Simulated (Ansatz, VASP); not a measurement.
## AlBAs2 in VASP and in Ansatz

The input INCAR:

```
SYSTEM = AlBAs2
ALGO = Normal
EDIFF = 1E-6
ENCUT = 520
GGA = PE
ISIF = 2
ISMEAR = 0
LASPH = .TRUE.
LCHARG = .TRUE.
LELF = .TRUE.
LREAL = .FALSE.
LVHAR = .TRUE.
LWAVE = .FALSE.
NBANDS = 16
NELM = 80
PREC = Accurate
SIGMA = 0.01
```

Contents of KPOINTS:

```
k-points
0
G
  6 6 4
  0 0 0
```

The input POSCAR:

```
AlBAs2
1.0
    3.7196333790      0.0000000000      0.0000000000
    0.0000000000      3.7196333790      0.0000000000
    0.0000000000      0.0000000000      5.5055834853
B As Al
1 2 1
Direct
    0.0000000000      0.0000000000      0.0000000000
    0.0000000000      0.5000000000      0.2116576157
    0.5000000000      0.0000000000      0.7883423843
    0.5000000000      0.5000000000      0.5000000000
```

Input for Ansatz:

```yaml
crystal:
  lattice:
    - [3.719633379, 0.0, 0.0]
    - [0.0, 3.719633379, 0.0]
    - [0.0, 0.0, 5.5055834853]
  atoms:
    - { symbol: B, position: [0.0, 0.0, 0.0] }
    - { symbol: As, position: [0.0, 0.5, 0.2116576157] }
    - { symbol: Al, position: [0.5, 0.5, 0.5] }
    - { symbol: As, position: [0.5, 0.0, 0.7883423843] }
kpoints:
  mp_grid: { grid: [6, 6, 4] }
hamiltonian:
  xc: pbe
scf:
  occupations: { method: fixed }
  n_extra_bands: 5
output:
  forces: true
  stress: true
  eigenvalues: true
```

Alike in both runs: task single point; functional PBE; k mesh 6 × 6 × 4; no spin polarisation.

|  | VASP | Ansatz |
| --- | --- | --- |
| version | VASP 6.6.1 | Ansatz 0.2.0 |
| potentials or method | VASP PAW PBE potentials, release 64 (B, As, Al) | plane waves, PAW |
| plane-wave cutoff (eV) | 520 | 420 |
| occupations | gaussian, width 0.01 eV | fixed |
| valence electrons in the cell | 16 | 36 |

```tsv
	VASP	Ansatz	Ansatz less VASP
gap on the k mesh at the Fermi level (eV)	0.56	0.56	+0.002
pressure (GPa)	-2.3	-2.5	-0.23
rms of the force components (eV/Å)	0.020	0.016	-0.0038
```

VASP's potentials hold 16 valence electrons a cell and Ansatz's 36, so a difference there can come from the potentials and not from the codes.
